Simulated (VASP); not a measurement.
CdTe:

```
CELL_PARAMETERS angstrom
0.00000 3.27996 3.27996
3.27996 0.00000 3.27996
3.27996 3.27996 0.00000
ATOMIC_POSITIONS crystal
Cd 0.00000 0.00000 0.00000
Te 0.25000 0.25000 0.25000
```

Base run:

```yaml
Program: VASP 6.6.1
Functional: r2SCAN
Potentials_or_basis: VASP PAW PBE potentials, release 64 (Cd, Te)
Cutoff: 520 eV
k_mesh: 6 × 6 × 6
Occupations: gaussian, width 0.01 eV
Spin: no spin polarisation
```

Its results: band gap on the k mesh 1.15 eV, direct; pressure 0.1 GPa.

Question: The run is repeated on the same cell with these changes: functional from r2SCAN to PBE; occupations from gaussian, width 0.01 eV to fermi-dirac, width 0.02 eV. What comes out?

Answer: Band gap on the k mesh 0.66 eV, direct; pressure 1.1 GPa.

Caveats: spin-orbit coupling is left out, which moves the levels of the heavy elements; the PAW data sets were made with another functional, which shifts forces and pressure a little (some runs).

